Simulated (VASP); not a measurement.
A run of VASP 6.6.1 is set up as follows.

Contents of INCAR:

```
SYSTEM = GaSb
PREC = Accurate
ENCUT = 500
EDIFF = 1E-6
ISMEAR = -1
SIGMA = 0.1
LREAL = .FALSE.
LASPH = .TRUE.
NELM = 120
ALGO = Normal
ISIF = 2
LWAVE = .FALSE.
LCHARG = .FALSE.
GGA = PS
NBANDS = 16
GGA_COMPAT = .FALSE.
```

The input KPOINTS:

```
Automatic mesh
0
G
  4 4 4
  0 0 0
```

The input POSCAR:

```
GaSb
1.0
   -2.7534340000      2.7534340000      1.5907070000
    2.7534340000     -2.7534340000      1.5907070000
    2.7534340000      2.7534340000     -1.5907070000
Ga Sb
1 1
Direct
    0.7500000000      0.2500000000      0.5000000000
    0.0000000000      0.0000000000      0.0000000000
```

Potentials or basis: VASP PAW PBE potentials, release 64 (Ga_d, Sb).

Run with:

```sh
$ cat potpaw_PBE.64/Ga_d/POTCAR potpaw_PBE.64/Sb/POTCAR > POTCAR
$ mpirun -np 1 vasp_std > vasp.out
```

**Question.** What does it give for the band gap on the k mesh?

**Answer.** Zero (bands 9 and 10 overlap by 3.48 eV).

**Question.** What does it give for the pressure?

**Answer.** -3.8 GPa.

Stress tensor (GPa, compression positive):
```
-6.10  0.00  0.00
 0.00 -6.10  0.00
 0.00  0.00  0.79
```

Caveat: the k points lie up to 0.57 Å⁻¹ apart, too coarse for converged energies and pressures of a metal; the PAW data sets were made with another functional, which shifts forces and pressure a little; spin-orbit coupling is left out, which moves the levels of the heavy elements.
